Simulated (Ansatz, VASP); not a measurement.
## Ga: VASP beside Ansatz

```
Ga
1.0
     2.24632   -3.80479    0.00000
     2.24632    3.80479    0.00000
     0.00000    0.00000    4.49364
Ga
4
Direct
  0.34510 0.65490 0.41900
  0.15490 0.84510 0.91900
  0.65490 0.34510 0.58100
  0.84510 0.15490 0.08100
```

Change from the starting cell: volume scaled by 0.98.

Alike in both runs: task single point; functional PBEsol; k mesh 7 × 7 × 6; occupations fermi-dirac, width 0.05 eV; no spin polarisation.

|  | VASP | Ansatz |
| --- | --- | --- |
| version | VASP 6.6.1 | Ansatz 0.2.0 |
| potentials or method | VASP PAW PBE potentials, release 64 (Ga_d), cutoff 520 eV | all-electron LAPW, scalar-relativistic |

|  | VASP | Ansatz | Ansatz less VASP |
| --- | --- | --- | --- |
| gap on the k mesh at the Fermi level (eV) | none | none | - |
| pressure (GPa) | -0.4 | -0.4 | -0.01 |
| traceless stress, the component that is largest in VASP (GPa) | -0.98 | -0.99 | -0.007 |
| rms of the force components (eV/Å) | 0.070 | 0.072 | +0.0021 |

VASP's potentials were made for PBE, not for PBEsol. Atom by atom the forces differ by 0.002 eV/Å (rms over components). A gap of «none» marks a metal or a gap that the smearing closes. Ansatz ran all-electron here, and VASP with PAW potentials.
